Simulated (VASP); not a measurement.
Ga4Sb3As:

```
As Ga Sb
1.0
     6.01917    0.00000    0.00000
     0.00000    6.01917    0.00000
     0.00000    0.00000    6.01917
As Ga Sb
1 4 3
Direct
  0.00000 0.00000 0.00000
  0.75878 0.75878 0.75878
  0.24122 0.24122 0.75878
  0.24122 0.75878 0.24122
  0.75878 0.24122 0.24122
  0.50000 0.50000 0.00000
  0.50000 0.00000 0.50000
  0.00000 0.50000 0.50000
```

Base run:

| Property | Result |
| --- | --- |
| Program | VASP 6.6.1 |
| Functional | r2SCAN |
| Potentials or basis | VASP PAW PBE potentials, release 64 (As, Ga_d, Sb) |
| Cutoff | 520 eV |
| k mesh | 4 × 4 × 4 |
| Occupations | fermi-dirac, width 0.02 eV |
| Spin | no spin polarisation |

Its results: band gap on the k mesh 0.11 eV (least direct gap 0.28 eV); pressure 0.0 GPa; largest force 0.014 eV/Å.

Task: The run is repeated on the same cell with these changes: functional from r2SCAN to PBE; further incar settings from ALGO = Normal; EDIFF = 1e-06; NBANDS = 46 to ALGO = Normal; EDIFF = 1e-07; NBANDS = 46. What comes out?

Result: Band gap on the k mesh zero (bands 36 and 37 overlap by 0.14 eV); pressure 2.3 GPa; largest force 0.030 eV/Å.

Caveats: spin-orbit coupling is left out, which moves the levels of the heavy elements; the PAW data sets were made with another functional, which shifts forces and pressure a little (at least some runs); semilocal functionals underestimate gaps, so a narrow gap can read as zero (at least some runs).

A k mesh can miss the band edges.
